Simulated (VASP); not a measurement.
Write the native input for VASP 6.6.1 that does the following.

| Property | Result |
| --- | --- |
| Task | single point |
| Functional | PBEsol |
| Potentials or basis | VASP PAW PBE potentials, release 64 (Ga_d) |
| Cutoff | 520 eV |
| k mesh | 7 × 7 × 6 |
| Occupations | fermi-dirac, width 0.05 eV |
| Spin | no spin polarisation |
| Dipole correction | no |
| Further INCAR settings | ALGO = Fast; EDIFF = 1e-06; NBANDS = 34 |

The structure of Ga lies in POSCAR:

```
Ga
1.0
    2.2615000000     -3.8305000000      0.0000000000
    2.2615000000      3.8305000000      0.0000000000
    0.0000000000      0.0000000000      4.5240000000
Ga
4
Direct
    0.3451000000      0.6549000000      0.4190000000
    0.1549000000      0.8451000000      0.9190000000
    0.6549000000      0.3451000000      0.5810000000
    0.8451000000      0.1549000000      0.0810000000
```

The input as run:

INCAR

```
SYSTEM = Ga
PREC = Accurate
ENCUT = 520
EDIFF = 1E-6
ISMEAR = -1
SIGMA = 0.05
LREAL = .FALSE.
LASPH = .TRUE.
NELM = 80
ALGO = Fast
ISIF = 2
LWAVE = .FALSE.
LCHARG = .FALSE.
GGA = PS
NBANDS = 34
```

KPOINTS

```
regular mesh
0
G
  7 7 6
  0 0 0
```

Potentials or basis: VASP PAW PBE potentials, release 64 (Ga_d).

Launch:

```console
$ cat potpaw_PBE.64/Ga_d/POTCAR > POTCAR
$ mpirun -np 1 vasp_std > vasp.out
```

Results of the run:

- Pressure: -1.5 GPa
- Largest force: 0.119 eV/Å
- Band gap on the k mesh: zero (band 26 reaches 5.28 eV, above the bottom of band 27 at 3.98 eV)

Caveat: the PAW data sets were made with another functional, which shifts forces and pressure a little.

Wall time 3.6 min on 1 thread of Intel(R) Xeon(R) Platinum 8375C CPU @ 2.90GHz (Ice Lake), on a shared host, peak memory 0.27 GiB.
